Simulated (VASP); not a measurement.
Set up this calculation in VASP 6.6.1, as the native input.

- Task: single point
- Functional: BLYP
- Potentials or basis: VASP PAW PBE potentials, release 64 (Pb_d)
- Cutoff: 520 eV
- k mesh: 7 × 7 × 10
- Occupations: fermi-dirac, width 0.1 eV
- Spin: no spin polarisation
- Dipole correction: no
- Further INCAR settings: ALGO = Normal; EDIFF = 1e-07; NBANDS = 28

The structure of Pb lies in POSCAR:

```
Pb
1.0
    5.8129131734      0.0000000000      0.0000000000
   -2.9064565867      5.0341304782      0.0000000000
    0.0000000000      0.0000000000      3.4580926011
Pb
3
Direct
    0.0000000000      1.0000000000      0.0000000000
    0.3333333333      0.6666666667      0.5000000000
    0.6666666667      0.3333333333      0.5000000000
```

This isn't the form of Pb at room conditions, which is fcc.

The input as run:

INCAR

```
AGGAC = 1.0
AGGAX = 1.0
ALDAC = 0.0
ALDAX = 1.0
ALGO = Normal
EDIFF = 1E-7
ENCUT = 520
GGA = B5
ISIF = 2
ISMEAR = -1
LASPH = T
LCHARG = F
LREAL = F
LWAVE = F
NBANDS = 28
NELM = 100
PREC = Accurate
SIGMA = 0.1
```

KPOINTS

```
k-points
0
Gamma
  7 7 10
```

Potentials or basis: VASP PAW PBE potentials, release 64 (Pb_d).

Launch:

```sh
$ cat potpaw_PBE.64/Pb_d/POTCAR > POTCAR
$ mpirun -np 1 vasp_std > vasp.out
```

It gave:

```yaml
Pressure: 1.4 GPa
Band_gap_on_the_k_mesh: zero (bands 21 and 22 overlap by 3.35 eV)
```

Caveat: the PAW data sets were made with another functional, which shifts forces and pressure a little; spin-orbit coupling is left out, which moves the levels of the heavy elements.

Run time: 87 s on 1 thread of Intel(R) Xeon(R) 6975P-C (Granite Rapids), on a shared host, peak memory 0.28 GiB.
